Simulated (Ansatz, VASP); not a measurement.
# SnSe: VASP beside Ansatz

Contents of INCAR:

```
  PREC = Accurate
  ENCUT = 520
  EDIFF = 1E-7
  ISMEAR = -1
  SIGMA = 0.08
  LREAL = False
  LASPH = True
  NELM = 60
  ALGO = Normal
  ISIF = 2
  LWAVE = False
  LCHARG = False
  GGA = CA
  NBANDS = 17
```

The input KPOINTS:

```
regular mesh
0
Gamma
  11 11 11
```

File POSCAR:

```
SnSe
1.0
    0.0000000000      3.0536658424      3.0536658424
    3.0536658424      0.0000000000      3.0536658424
    3.0536658424      3.0536658424      0.0000000000
Sn Se
1 1
Direct
    0.0000000000      0.0000000000      0.0000000000
    0.2500000000      0.2500000000      0.2500000000
```

Input for Ansatz:

```yaml
crystal:
  lattice:
    - [0.0, 3.0536658424, 3.0536658424]
    - [3.0536658424, 0.0, 3.0536658424]
    - [3.0536658424, 3.0536658424, 0.0]
  atoms:
    - { symbol: Sn, position: [0.0, 0.0, 0.0] }
    - { symbol: Se, position: [0.25, 0.25, 0.25] }
kpoints:
  mp_grid: { grid: [11, 11, 11] }
scf:
  occupations: { method: fermi_dirac, width: 0.08 }
hamiltonian:
  xc: lda
  pseudopotentials: { kind: all_electron, lapw: { basis_error: 0.001 } }
output:
  forces: true
  stress: true
  eigenvalues: true
  populations: true
```

Change from the starting cell: volume scaled by 0.8, LAPW.

Alike in both runs: task single point; functional LDA; k mesh 11 × 11 × 11; occupations fermi-dirac, width 0.08 eV; no spin polarisation.

```csv
,VASP,Ansatz
version,VASP 6.6.1,Ansatz 0.2.0
potentials or method,"VASP PAW LDA potentials, release 64 (Sn_d, Se), cutoff 520 eV","all-electron LAPW, scalar-relativistic"
```

```csv
,VASP,Ansatz,Ansatz less VASP
pressure (GPa),11.5,11.4,-0.11
```

LDA's correlation is that of Perdew and Zunger in VASP and of Perdew and Wang (1992) in Ansatz. Ansatz ran all-electron here, and VASP with PAW potentials.
